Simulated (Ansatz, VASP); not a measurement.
# One calculation of NiO2, two programs

The input INCAR:

```
PREC     = Accurate       # precision mode
ENCUT    = 700            # plane-wave cutoff, eV
EDIFF    = 1E-6           # SCF threshold, eV
ISMEAR   = 0              # smearing method
SIGMA    = 0.05           # smearing width, eV
LREAL    = False          # projectors in reciprocal space
LASPH    = True           # aspherical terms in the spheres
NELM     = 120            # most SCF steps
ALGO     = Normal         # electronic algorithm
ISIF     = 2              # what is computed and relaxed
LWAVE    = False          # write WAVECAR
LCHARG   = False          # write CHGCAR
GGA      = PS             # functional
NBANDS   = 22             # bands
GGA_COMPAT= False
```

Contents of KPOINTS:

```
regular mesh
0
Gamma
  12 12 6
```

The input POSCAR:

```
NiO2
1.0
    2.8624235356      0.0000000000      0.0000000000
   -1.4312117678      2.4789314982      0.0000000000
    0.0000000000      0.0000000000      4.7038205961
Ni O
1 2
Direct
    0.0000000000      0.0000000000      0.5000000000
    0.6666666667      0.3333333333      0.7002287663
    0.3333333333      0.6666666667      0.2997712337
```

Input for Ansatz:

```yaml
crystal:
  lattice:
    - [2.8624235356, 0.0, 0.0]
    - [-1.4312117678, 2.4789314982, 0.0]
    - [0.0, 0.0, 4.7038205961]
  atoms:
    - { symbol: Ni, position: [0.0, 0.0, 0.5] }
    - { symbol: O, position: [0.6666666667, 0.3333333333, 0.7002287663] }
    - { symbol: O, position: [0.3333333333, 0.6666666667, 0.2997712337] }
basis:
  ecutwfc: 520.0
kpoints:
  mp_grid: { grid: [12, 12, 6] }
hamiltonian:
  xc: pbesol
scf:
  occupations: { method: gaussian, width: 0.05 }
output:
  forces: true
  stress: true
  eigenvalues: true
```

Alike in both runs: task single point; functional PBEsol; k mesh 12 × 12 × 6; occupations gaussian, width 0.05 eV; no spin polarisation.

|  | VASP | Ansatz |
| --- | --- | --- |
| version | VASP 6.6.1 | Ansatz 0.2.0 |
| potentials or method | VASP PAW PBE potentials, release 64 (Ni_sv_GW, O), cutoff 700 eV | scalar-relativistic, plane waves, PAW |
| valence electrons in the cell | 30 | 30 |

|  | VASP | Ansatz | Ansatz less VASP |
| --- | --- | --- | --- |
| gap on the k mesh at the Fermi level (eV) | 0.86 | 0.87 | +0.007 |
| least direct gap on the mesh (eV) | 1.08 | 1.08 | +0.005 |
| pressure (GPa) | -11.5 | -11.9 | -0.33 |
| traceless stress, the component that is largest in VASP (GPa) | 4.74 | 5.08 | +0.342 |
| rms of the force components (eV/Å) | 0.343 | 0.357 | +0.0141 |

VASP's potentials were made for PBE, not for PBEsol. Atom by atom the forces differ by 0.014 eV/Å (rms over components).
